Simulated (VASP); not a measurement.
# AlGa3N4 (P-43m) in VASP: further runs, part 2 of 2

VASP 6.6.1. The steps go on from the part before.

## Step 4: Single point, PBEsol (mode 24 (691.5 1/cm) frozen in, largest displacement -0.150 Å)

INCAR

```
SYSTEM = AlGa3N4
ALGO = Normal
EDIFF = 1E-7
ENCUT = 520
GGA = PS
ISIF = 2
ISMEAR = 0
LASPH = .True.
LCHARG = .False.
LREAL = .False.
LWAVE = .False.
NBANDS = 41
NELM = 60
PREC = Accurate
SIGMA = 0.05
```

KPOINTS

```
k-points
0
Gamma
  6 6 6
  0 0 0
```

POSCAR

```
AlGa3N4
1.0
    4.4676279409      0.0000000000      0.0000000000
    0.0000000000      4.4676279409      0.0000000000
    0.0000000000      0.0000000000      4.4676279409
Al Ga N
1 3 4
Direct
    0.0000000000      0.0000000000      0.0000000000
    0.5000000000      0.5000000000      0.0000000000
    0.5000000000      0.0000000000      0.5000000000
    0.0000000000      0.5000000000      0.5000000000
    0.7744153767      0.7744153767      0.2255846233
    0.7744153767      0.2255846233      0.7744153767
    0.2255846233      0.7744153767      0.7744153767
    0.2255846233      0.2255846233      0.2255846233
```

Potentials or basis: VASP PAW PBE potentials, release 64 (Al, Ga_d, N).

Started as:

```bash
> cat potpaw_PBE.64/Al/POTCAR potpaw_PBE.64/Ga_d/POTCAR potpaw_PBE.64/N/POTCAR > POTCAR
> mpirun -np 1 vasp_std > vasp.out
```

OUTCAR:

```text
SYSTEM = AlGa3N4
   EDIFF = 1E-7
   ENCUT = 520
   GGA = PS
   ISIF = 2
   ISMEAR = 0
   LASPH = .True.
   LREAL = .False.
   NELM = 60
   PREC = Accurate

 ion  position               nearest neighbor table
   1  0.000  0.000  0.000-   5 1.75   6 1.75   7 1.75   8 1.75
   2  0.500  0.500  0.000-   5 2.01   6 2.01   7 2.01   8 2.01
   3  0.500  0.000  0.500-   5 2.01   6 2.01   7 2.01   8 2.01
   4  0.000  0.500  0.500-   5 2.01   6 2.01   7 2.01   8 2.01
   5  0.774  0.774  0.226-   1 1.75   2 2.01   3 2.01   4 2.01
   6  0.774  0.226  0.774-   1 1.75   2 2.01   3 2.01   4 2.01
   7  0.226  0.774  0.774-   1 1.75   2 2.01   3 2.01   4 2.01
   8  0.226  0.226  0.226-   1 1.75   2 2.01   3 2.01   4 2.01

  LATTYP: Found a simple cubic cell.
 ALAT       =     4.4676279409

  Lattice vectors:

 A1 = (   4.4676279409,   0.0000000000,   0.0000000000)
 A2 = (   0.0000000000,   4.4676279409,   0.0000000000)
 A3 = (   0.0000000000,   0.0000000000,   4.4676279409)

Analysis of symmetry for initial positions (statically):
[... 186 lines left out ...]
 Fermi energy:         5.3441056961

 k-point     1 :       0.0000    0.0000    0.0000
  band No.  band energies     occupation
      1     -10.3878      2.00000
      2      -9.0218      2.00000
      3      -9.0218      2.00000
      4      -9.0218      2.00000
      5      -8.0278      2.00000
      6      -7.9695      2.00000
[... 869 lines left out ...]
     40      14.7440      0.00000
     41      16.1911      0.00000

------------------------ aborting loop because EDIFF is reached ----------------------------------------

  FORCE on cell =-STRESS in cart. coord.  units (eV):
  Direction    XX          YY          ZZ          XY          YZ          ZX
  --------------------------------------------------------------------------------------
  -------------------------------------------------------------------------------------
  Total        2.1550138      2.1550138      2.1550138      0.0000000      0.0000000      0.0000000
  in kB       38.7194918     38.7194918     38.7194918      0.0000000      0.0000000      0.0000000
  external PRESSURE =      38.7194918 kB  Pullay stress =       0.0000000 kB

 VOLUME and BASIS-vectors are now :
 -----------------------------------------------------------------------------
  energy-cutoff  :      520.00
  volume of cell :       89.17
      direct lattice vectors                 reciprocal lattice vectors
     4.467627941  0.000000000  0.000000000     0.223832426  0.000000000  0.000000000
     0.000000000  4.467627941  0.000000000     0.000000000  0.223832426  0.000000000
     0.000000000  0.000000000  4.467627941     0.000000000  0.000000000  0.223832426

 POSITION                                       TOTAL-FORCE (eV/Angst)
 -----------------------------------------------------------------------------------
      0.00000      0.00000      0.00000         0.000000     -0.000000     -0.000000
      2.23381      2.23381      0.00000         0.000000     -0.000000     -0.000000
      2.23381      0.00000      2.23381         0.000000     -0.000000     -0.000000
      0.00000      2.23381      2.23381         0.000000     -0.000000     -0.000000
      3.45980      3.45980      1.00783        -2.694782     -2.694782      2.694782
      3.45980      1.00783      3.45980        -2.694782      2.694782     -2.694782
      1.00783      3.45980      3.45980         2.694782     -2.694782     -2.694782
      1.00783      1.00783      1.00783         2.694782      2.694782      2.694782
 -----------------------------------------------------------------------------------
    total drift:                               -0.000000     -0.000000      0.000000

  FREE ENERGIE OF THE ION-ELECTRON SYSTEM (eV)
  ---------------------------------------------------
  free  energy   TOTEN  =       -53.6696193073 eV

  energy  without entropy=      -53.6696193073  energy(sigma->0) =      -53.66961931
```

OSZICAR:

```text
N       E                     dE             d eps       ncg     rms          rms(c)
DAV:   1     0.627173833359E+03    0.62717E+03   -0.28077E+04  1880   0.255E+03
DAV:   2     0.541414274874E+02   -0.57303E+03   -0.53567E+03  1768   0.634E+02
DAV:   3    -0.548420115234E+02   -0.10898E+03   -0.10495E+03  1862   0.194E+02
DAV:   4    -0.623773911138E+02   -0.75354E+01   -0.74670E+01  2210   0.542E+01
DAV:   5    -0.626129174475E+02   -0.23553E+00   -0.23505E+00  2086   0.945E+00    0.159E+01
DAV:   6    -0.535518021974E+02    0.90611E+01   -0.24887E+01  2934   0.621E+01    0.492E+00
DAV:   7    -0.537661474812E+02   -0.21435E+00   -0.39362E+00  1937   0.118E+01    0.404E+00
DAV:   8    -0.536894723006E+02    0.76675E-01   -0.44214E-01  2603   0.562E+00    0.950E-01
DAV:   9    -0.536699657223E+02    0.19507E-01   -0.89794E-02  2518   0.385E+00    0.506E-01
DAV:  10    -0.536695313941E+02    0.43433E-03   -0.16441E-02  1918   0.725E-01    0.193E-01
DAV:  11    -0.536696310580E+02   -0.99664E-04   -0.25263E-03  2583   0.557E-01    0.473E-02
DAV:  12    -0.536696148993E+02    0.16159E-04   -0.50865E-04  2364   0.255E-01    0.163E-02
DAV:  13    -0.536696190871E+02   -0.41878E-05   -0.39752E-05  2287   0.470E-02    0.669E-03
DAV:  14    -0.536696193837E+02   -0.29664E-06   -0.10126E-05  2222   0.427E-02    0.239E-03
DAV:  15    -0.536696193073E+02    0.76412E-07   -0.68965E-07  1991   0.105E-02
   1 F= -.53669619E+02 E0= -.53669619E+02  d E =-.831542E-13
```

stdout:

```text
POSCAR found type information on POSCAR AlGaN
 POSCAR found :  3 types and       8 ions
 scaLAPACK will be used
 -----------------------------------------------------------------------------
|                                                                             |
|                                                                             |
|     You enforced a specific xc type in the INCAR file but a different       |
|     I HOPE YOU KNOW WHAT YOU ARE DOING!                                     |
|                                                                             |
 -----------------------------------------------------------------------------

 LDA part: xc-table for (Slater+PW92), standard interpolation
 POSCAR, INCAR and KPOINTS ok, starting setup
 FFT: planning ... GRIDC
 FFT: planning ... GRID_SOFT
 FFT: planning ... GRID
 WAVECAR not read
 entering main loop
```

Run time: 2.8 min. Hardware: 1 thread of AMD EPYC 7R13, shared host; peak memory 0.2 GiB.

What came out:

| Quantity | Value |
| --- | --- |
| Free energy | -53.6696 eV |
| Pressure | 3.9 GPa |
| Largest force | 4.667 eV/Å |
| Band gap on the k mesh | 2.28 eV, indirect (least direct gap 2.40 eV) |

Forces on the atoms (eV/Å):
```
Al   0.000  0.000  0.000
Ga   0.000  0.000  0.000
Ga   0.000  0.000  0.000
Ga   0.000  0.000  0.000
N   -2.695 -2.695  2.695
N   -2.695  2.695 -2.695
N    2.695 -2.695 -2.695
N    2.695  2.695  2.695
```

Caveat: the cell differs from its parent crystal (mode 24 (691.5 1/cm) frozen in, largest displacement -0.150 Å); the PAW data sets were made with another functional, which shifts forces and pressure a little.

## Step 5: Single point, PBEsol (mode 24 (691.5 1/cm) frozen in, largest displacement +0.075 Å)

INCAR

```
SYSTEM = AlGa3N4
ALGO = Normal
EDIFF = 1E-6
ENCUT = 520
GGA = PS
ISIF = 2
ISMEAR = 0
LASPH = .TRUE.
LCHARG = .FALSE.
LREAL = .FALSE.
LWAVE = .FALSE.
NBANDS = 41
NELM = 80
PREC = Accurate
SIGMA = 0.05
```

KPOINTS

```
k-points
0
G
  6 6 6
  0 0 0
```

POSCAR

```
AlGa3N4
1.0
    4.4676279409      0.0000000000      0.0000000000
    0.0000000000      4.4676279409      0.0000000000
    0.0000000000      0.0000000000      4.4676279409
Al Ga N
1 3 4
Direct
    0.0000000000      0.0000000000      0.0000000000
    0.5000000000      0.5000000000      0.0000000000
    0.5000000000      0.0000000000      0.5000000000
    0.0000000000      0.5000000000      0.5000000000
    0.7453386916      0.7453386916      0.2546613084
    0.7453386916      0.2546613084      0.7453386916
    0.2546613084      0.7453386916      0.7453386916
    0.2546613084      0.2546613084      0.2546613084
```

Started as:

```bash
> cat potpaw_PBE.64/Al/POTCAR potpaw_PBE.64/Ga_d/POTCAR potpaw_PBE.64/N/POTCAR > POTCAR
> mpirun -np 1 vasp_std > vasp.out
```

Wall time 2.4 min (1 thread of AMD EPYC 7R13, shared host); peak memory 0.2 GiB.

The run converged. Its results:

* Free energy: -54.7110 eV
* Pressure: 0.7 GPa
* Largest force: 1.662 eV/Å
* Band gap on the k mesh: 2.23 eV, direct

Forces on the atoms (eV/Å):
```
Al   0.000  0.000  0.000
Ga   0.000  0.000  0.000
Ga   0.000  0.000  0.000
Ga   0.000  0.000  0.000
N    0.959  0.959 -0.959
N    0.959 -0.959  0.959
N   -0.959  0.959  0.959
N   -0.959 -0.959 -0.959
```

Levels at points of the mesh, in eV from the valence-band top:
```
           k point  band 27  band 28  band 29  band 30  band 31  band 32  band 33  band 34  band 35  band 36
(0.00, 0.00, 0.00)    -2.54    -2.54     0.00     0.00     0.00     2.23     3.18     3.18     3.18     6.68
(0.50, 0.00, 0.00)    -2.97    -1.62    -1.62    -1.21    -1.21     4.75     4.84     6.03     6.03     7.75
(0.50, 0.50, 0.00)    -2.95    -0.99    -0.97    -0.92    -0.92     6.86     6.86     6.94     7.14     7.29
(0.50, 0.50, 0.50)    -0.91    -0.91    -0.78    -0.78    -0.78     4.92     4.92     4.92     6.04     8.69
```

Caveat: the cell differs from its parent crystal (mode 24 (691.5 1/cm) frozen in, largest displacement +0.075 Å); the PAW data sets were made with another functional, which shifts forces and pressure a little.

## Step 6: Single point, PBEsol (mode 24 (691.5 1/cm) frozen in, largest displacement +0.300 Å)

INCAR

```
  PREC = Accurate
  ENCUT = 520
  EDIFF = 1E-7
  ISMEAR = 0
  SIGMA = 0.05
  LREAL = F
  LASPH = T
  NELM = 60
  ALGO = Normal
  ISIF = 2
  LWAVE = F
  LCHARG = T
  GGA = PS
  LELF = T
  LVHAR = T
  NBANDS = 41
```

KPOINTS

```
regular mesh
0
Gamma
  6 6 6
```

POSCAR

```
AlGa3N4
1.0
    4.4676279409      0.0000000000      0.0000000000
    0.0000000000      4.4676279409      0.0000000000
    0.0000000000      0.0000000000      4.4676279409
Al Ga N
1 3 4
Direct
    0.0000000000      0.0000000000      0.0000000000
    0.5000000000      0.5000000000      0.0000000000
    0.5000000000      0.0000000000      0.5000000000
    0.0000000000      0.5000000000      0.5000000000
    0.7162620066      0.7162620066      0.2837379934
    0.7162620066      0.2837379934      0.7162620066
    0.2837379934      0.7162620066      0.7162620066
    0.2837379934      0.2837379934      0.2837379934
```

Potentials or basis: VASP PAW PBE potentials, release 64 (Al, Ga_d, N).

Started as:

```bash
> cat potpaw_PBE.64/Al/POTCAR potpaw_PBE.64/Ga_d/POTCAR potpaw_PBE.64/N/POTCAR > POTCAR
> mpirun -np 1 vasp_std > vasp.out
```

It took 3.4 min on 1 thread of AMD EPYC 7R13, shared host; peak memory 0.2 GiB.

The run converged. Its results:

```yaml
Free_energy: -51.5312 eV
Pressure: 10.4 GPa
Largest_force: 5.084 eV/Å
Band_gap_on_the_k_mesh: 1.75 eV, direct
```

Forces on the atoms (eV/Å):
```
Al   0.000  0.000  0.000
Ga   0.000  0.000  0.000
Ga   0.000  0.000  0.000
Ga   0.000  0.000  0.000
N    2.935  2.935 -2.935
N    2.935 -2.935  2.935
N   -2.935  2.935  2.935
N   -2.935 -2.935 -2.935
```

Levels at points of the mesh, in eV from the valence-band top:
| k point | band 27 | band 28 | band 29 | band 30 | band 31 | band 32 | band 33 | band 34 | band 35 | band 36 |
| --- | --- | --- | --- | --- | --- | --- | --- | --- | --- | --- |
| (0.00, 0.00, 0.00) | -2.77 | -2.77 | 0.00 | 0.00 | 0.00 | 1.75 | 3.04 | 3.04 | 3.04 | 5.46 |
| (0.50, 0.00, 0.00) | -3.08 | -1.89 | -1.89 | -0.70 | -0.70 | 3.80 | 4.24 | 5.38 | 5.38 | 7.17 |
| (0.50, 0.50, 0.00) | -2.47 | -1.94 | -0.78 | -0.64 | -0.64 | 4.62 | 5.38 | 6.02 | 6.02 | 6.91 |
| (0.50, 0.50, 0.50) | -0.74 | -0.74 | -0.54 | -0.54 | -0.54 | 3.50 | 4.61 | 4.61 | 4.61 | 7.43 |

Caveat: the cell differs from its parent crystal (mode 24 (691.5 1/cm) frozen in, largest displacement +0.300 Å); the PAW data sets were made with another functional, which shifts forces and pressure a little.
